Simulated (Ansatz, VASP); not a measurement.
# ScGa5S: VASP beside Ansatz

```xyz
7
Lattice="8.6582 0.0000 0.0000 0.0000 2.7556 2.7605 0.0000 -2.7556 2.7605" Properties=species:S:1:pos:R:3 pbc="T T T"
Sc    4.3291    0.0000    5.5688
Ga    6.8065    1.3780    1.4366
Ga    1.8518   -1.3780    1.4366
Ga    6.8065   -1.3780    1.4366
Ga    1.8518    1.3780    1.4366
Ga    0.0000    0.0000    2.8140
S     4.3291    0.0000    2.8063
```

Alike in both runs: functional PBE; k mesh 2 × 4 × 4; occupations gaussian, width 0.2 eV; no spin polarisation.

Ansatz relaxed the structure, and its values are those at the end. VASP's run is a single point on that final structure, the one shown.

|  | VASP | Ansatz |
| --- | --- | --- |
| version | VASP 6.6.1 | Ansatz 0.2.0 |
| potentials or method | VASP PAW PBE potentials, release 64 (Sc_sv, Ga_d, S), cutoff 520 eV | scalar-relativistic, plane waves, PAW |
| valence electrons in the cell | 82 | 82 |

|  | VASP | Ansatz | Ansatz less VASP |
| --- | --- | --- | --- |
| gap on the k mesh at the Fermi level (eV) | none | none | - |
| pressure (GPa) | 0.2 | 0.1 | -0.11 |

A gap of «none» marks a metal or a gap that the smearing closes. The functional is the same, so the differences come from potentials, cutoffs and numerics.

The k mesh is coarse, so the values compare programs but aren't converged.
